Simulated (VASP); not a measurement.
Write the native input for VASP 6.6.1 that does the following.

| Quantity | Value |
| --- | --- |
| Task | single point |
| Functional | LDA |
| Potentials or basis | VASP PAW LDA potentials, release 64 (Ti_sv, C) |
| Cutoff | 520 eV |
| k mesh | 11 × 11 × 11 |
| Occupations | fermi-dirac, width 0.05 eV |
| Spin | no spin polarisation |
| Dipole correction | no |
| Further INCAR settings | ALGO = Normal; EDIFF = 1e-07; NBANDS = 15 |

The structure of TiC lies in POSCAR:

```
TiC
1.0
    3.0830729217      0.0000000000      0.0000000000
    1.5415364609      2.6700194719      0.0000000000
    1.5415364609      0.8900064907      2.5173184993
Ti C
1 1
Direct
    0.0000000000      0.0000000000      0.0000000000
    0.5000000000      0.5000000000      0.5000000000
```

These files were run (other wordings do the same):

INCAR

```
SYSTEM = TiC
  ALGO = Normal
  EDIFF = 1E-7
  ENCUT = 520
  ISIF = 2
  ISMEAR = -1
  LASPH = .True.
  LCHARG = .False.
  LREAL = .False.
  LWAVE = .False.
  NBANDS = 15
  NELM = 100
  PREC = Accurate
  SIGMA = 0.05
```

KPOINTS

```
k-points
0
Gamma
  11 11 11
  0 0 0
```

Potentials or basis: VASP PAW LDA potentials, release 64 (Ti_sv, C).

Launch:

```console
$ cat potpaw_LDA.64/Ti_sv/POTCAR potpaw_LDA.64/C/POTCAR > POTCAR
$ mpirun -np 1 vasp_std > vasp.out
```

Results of the run:

```
Pressure               : -16.3 GPa
Band gap on the k mesh : zero (band 8 reaches 9.62 eV, above the bottom of band 9 at 8.59 eV)
```

Wall time 28 s on 1 thread of Intel(R) Xeon(R) Platinum 8375C CPU @ 2.90GHz (Ice Lake) (shared host), peak memory 0.14 GiB.
